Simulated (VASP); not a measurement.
Runs of VASP 6.6.1 on Cu. The structure is that of space group P6_3/mmc (No. 194), or close to it. The cells are those of the table. This isn't the form of Cu at room conditions, which is fcc.

```tsv
task	level	potentials or basis	cell	cutoff (eV)	gap on the mesh (eV)	pressure (GPa)	relaxed volume (Å³/atom)
single point	PBEsol+D3(BJ)	VASP PAW PBE potentials, release 64 (Cu)	a = 2.475, b = 2.475, c = 8.138 Å, angles 90.0, 90.0, 120.0°, 4 atoms	520	none	(a)	-
relaxation of cell and atoms	LDA	VASP PAW LDA potentials, release 64 (Cu)	relaxed from a = 2.531, b = 2.531, c = 8.262 Å, angles 90.0, 90.0, 120.0°, 4 atoms	600	none	0.1	10.92
single point	LDA	VASP PAW LDA potentials, release 64 (Cu)	a = 2.481, b = 2.481, c = 8.162 Å, angles 90.0, 90.0, 120.0°, 4 atoms	520	none	1.0	-
single point	BLYP+D3(BJ)	VASP PAW PBE potentials, release 64 (Cu)	a = 2.497, b = 2.497, c = 8.233 Å, angles 90.0, 90.0, 120.0°, 4 atoms	520	none	0.7	-
relaxation of cell and atoms	PBEsol+D3(BJ)	VASP PAW PBE potentials, release 64 (Cu)	relaxed from a = 2.531, b = 2.531, c = 8.262 Å, angles 90.0, 90.0, 120.0°, 4 atoms	600	none	-0.3	(b)
relaxation of cell and atoms	BLYP+D3(BJ)	VASP PAW PBE potentials, release 64 (Cu)	relaxed from a = 2.531, b = 2.531, c = 8.262 Å, angles 90.0, 90.0, 120.0°, 4 atoms	600	none	0.2	11.15
```

Alike in all rows: no spin polarisation; k mesh 11 × 11 × 3; smearing fermi-dirac 0.05 eV.

Question: Estimate the missing entries.

Answer: (a) 0.8; (b) 10.86.

Caveats: the PAW data sets were made with another functional, which shifts forces and pressure a little (at least some runs); the dispersion term is far too large for a dense solid, which distorts pressure and volume (at least some runs).

A gap of «none» marks levels without a gap at the run's occupations.
